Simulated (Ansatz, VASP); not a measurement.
**CoSi2 in VASP and in Ansatz**

```xyz
12
Lattice="-2.6799 -2.6799 0.0000 2.6799 -2.6799 0.0000 -0.8040 -0.8040 10.7198" Properties=species:S:1:pos:R:3 pbc="T T T"
Co    0.0000   -2.6799    2.0100
Co    0.0000    0.0000    4.6899
Co    0.0000   -2.6799    7.3698
Co    0.0000    0.0000   10.0498
Si   -1.3400   -1.3400    0.6700
Si    1.3400   -1.3400    3.3499
Si   -1.3400   -1.3400    6.0299
Si    1.3400   -1.3400    8.7098
Si   -1.3400   -1.3400    3.3499
Si    1.3400   -1.3400    6.0299
Si   -1.3400   -1.3400    8.7098
Si    1.3400   -1.3400    0.6700
```

Alike in both runs: task single point; functional PBE; k mesh 12 × 12 × 5; occupations gaussian, width 0.15 eV; no spin polarisation.

|  | VASP | Ansatz |
| --- | --- | --- |
| version | VASP 6.6.1 | Ansatz 0.2.0 |
| potentials or method | VASP PAW PBE potentials, release 64 (Co, Si), cutoff 520 eV | scalar-relativistic, plane waves, PAW |
| valence electrons in the cell | 68 | 100 |

VASP gave:

| Item | Value |
| --- | --- |
| gap on the k mesh at the Fermi level (eV) | none |
| pressure (GPa) | 14.3 |
| traceless stress, the component that is largest in VASP (GPa) | 16.88 |
| rms of the force components (eV/Å) | 6.078 |

Problem. Estimate Ansatz's values.

Solution. gap on the k mesh at the Fermi level (eV): none; pressure (GPa): 14.8; traceless stress, the component that is largest in VASP (GPa): 17.36; rms of the force components (eV/Å): 6.248.

Atom by atom the forces differ by 0.171 eV/Å (rms over components). A gap of «none» marks a metal or a gap that the smearing closes. VASP's potentials hold 68 valence electrons a cell and Ansatz's 100, so a difference there can come from the potentials and not from the codes.
